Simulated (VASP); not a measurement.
Input of a VASP 6.6.1 run:

File INCAR:

```
SYSTEM = Al4Te
PREC = Accurate
ENCUT = 520
EDIFF = 1E-6
ISMEAR = 0
SIGMA = 0.1
LREAL = .FALSE.
LASPH = .TRUE.
NELM = 100
ALGO = Normal
ISIF = 2
LWAVE = .FALSE.
LCHARG = .TRUE.
GGA = PE
LELF = .TRUE.
LVHAR = .TRUE.
NBANDS = 17
```

KPOINTS

```
Automatic mesh
0
G
  10 10 6
  0 0 0
```

File POSCAR:

```
Al4Te
1.0
    3.4347394152      0.0000000000      0.0000000000
    0.0000000000      3.4347394152      0.0000000000
    0.0000000000      0.0000000000      9.1816355063
Al Te
4 1
Direct
    0.0000000000      0.0000000000      0.3565787760
    0.0000000000      0.0000000000      0.6434212240
    0.5000000000      0.5000000000      0.1998360514
    0.5000000000      0.5000000000      0.8001639486
    0.0000000000      0.0000000000      0.0000000000
```

Potentials or basis: VASP PAW PBE potentials, release 64 (Al, Te).

Command:

```sh
$ cat potpaw_PBE.64/Al/POTCAR potpaw_PBE.64/Te/POTCAR > POTCAR
$ mpirun -np 1 vasp_std > vasp.out
```

(1) Predict the pressure.

(2) What does it give for the band gap on the k mesh?

Answers

(1) 0.0 GPa.

(2) zero (band 9 reaches 9.23 eV, above the bottom of band 10 at 4.80 eV).

Caveat: spin-orbit coupling is left out, which moves the levels of the heavy elements.
